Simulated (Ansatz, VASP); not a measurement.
Two plane-wave programs on WS2

```
W S
1.0
     3.07000    0.00000    0.00000
    -1.53500    2.65870    0.00000
     0.00000    0.00000   11.93208
W S
2 4
Direct
  0.33333 0.66667 0.25000
  0.66667 0.33333 0.75000
  0.33333 0.66667 0.64201
  0.66667 0.33333 0.14201
  0.33333 0.66667 0.85799
  0.66667 0.33333 0.35799
```

Alike in both runs: task single point; functional LDA; k mesh 12 × 12 × 4; occupations gaussian, width 0.05 eV; no spin polarisation.

```csv
,VASP,Ansatz
version,VASP 6.6.1,Ansatz 0.2.0
potentials or method,"VASP PAW LDA potentials, release 64 (W_sv, S), cutoff 520 eV","scalar-relativistic, plane waves, PAW"
valence electrons in the cell,52,52
```

|  | VASP | Ansatz | Ansatz less VASP |
| --- | --- | --- | --- |
| gap on the k mesh at the Fermi level (eV) | none | none | - |
| rms of the force components (eV/Å) | 4.219 | 4.196 | -0.0235 |

Ansatz warns that its potentials were made for another functional, while VASP's fit it. LDA's correlation is that of Perdew and Zunger in VASP and of Perdew and Wang (1992) in Ansatz. Atom by atom the forces differ by 0.024 eV/Å (rms over components). A gap of «none» marks a metal or a gap that the smearing closes.

Neither program's run includes spin-orbit coupling.
